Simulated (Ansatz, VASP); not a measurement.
One calculation of Sr2NbH4, two programs

```
Sr Nb H
1.0
    -2.87921    2.87921    3.75712
     2.87921   -2.87921    3.75712
     2.87921    2.87921   -3.75712
Sr Nb H
2 1 4
Direct
  0.75000 0.25000 0.50000
  0.25000 0.75000 0.50000
  0.00000 0.00000 0.00000
  0.23823 0.23823 0.47647
  0.23823 0.76177 0.00000
  0.76177 0.76177 0.52353
  0.76177 0.23823 0.00000
```

Alike in both runs: functional PBE; k mesh 4 × 4 × 4; occupations gaussian, width 0.1 eV; no spin polarisation.

Ansatz relaxed the structure, and its values are those at the end. VASP's run is a single point on that final structure, the one shown.

|  | VASP | Ansatz |
| --- | --- | --- |
| version | VASP 6.6.1 | Ansatz 0.2.0 |
| potentials or method | VASP PAW PBE potentials, release 64 (Sr_sv, Nb_sv, H), cutoff 520 eV | scalar-relativistic, plane waves, PAW |
| valence electrons in the cell | 37 | 37 |

|  | VASP | Ansatz | Ansatz less VASP |
| --- | --- | --- | --- |
| gap on the k mesh at the Fermi level (eV) | none | none | - |
| pressure (GPa) | -0.1 | -0.1 | -0.01 |

A gap of «none» marks a metal or a gap that the smearing closes. With one functional, cell and mesh, what is left measures potentials, basis and numerics.

The k mesh is coarse, so the values compare programs but aren't converged.
